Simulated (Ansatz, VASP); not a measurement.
# Two plane-wave programs on CuI

```
I Cu
1.0
     0.00000    2.82341    2.82341
     2.82341    0.00000    2.82341
     2.82341    2.82341    0.00000
I Cu
1 1
Direct
  0.50000 0.50000 0.50000
  0.00000 0.00000 0.00000
```

Alike in both runs: task single point; functional PBE; k mesh 8 × 8 × 8; occupations fermi-dirac, width 0.05 eV; no spin polarisation.

```csv
,VASP,Ansatz
version,VASP 6.6.1,Ansatz 0.2.0
potentials or method,"VASP PAW PBE potentials, release 64 (I, Cu)",Ansatz PAW
plane-wave cutoff (eV),520,420
valence electrons in the cell,18,36
```

|  | VASP | Ansatz | Ansatz less VASP |
| --- | --- | --- | --- |
| gap on the k mesh at the Fermi level (eV) | none | none | - |
| pressure (GPa) | 2.5 | 2.5 | -0.03 |

A gap of «none» marks a metal or a gap that the smearing closes. The functional is the same, so the differences come from potentials, cutoffs and numerics. VASP's potentials hold 18 valence electrons a cell and Ansatz's 36, so a difference there can come from the potentials and not from the codes.

Neither program's run includes spin-orbit coupling.
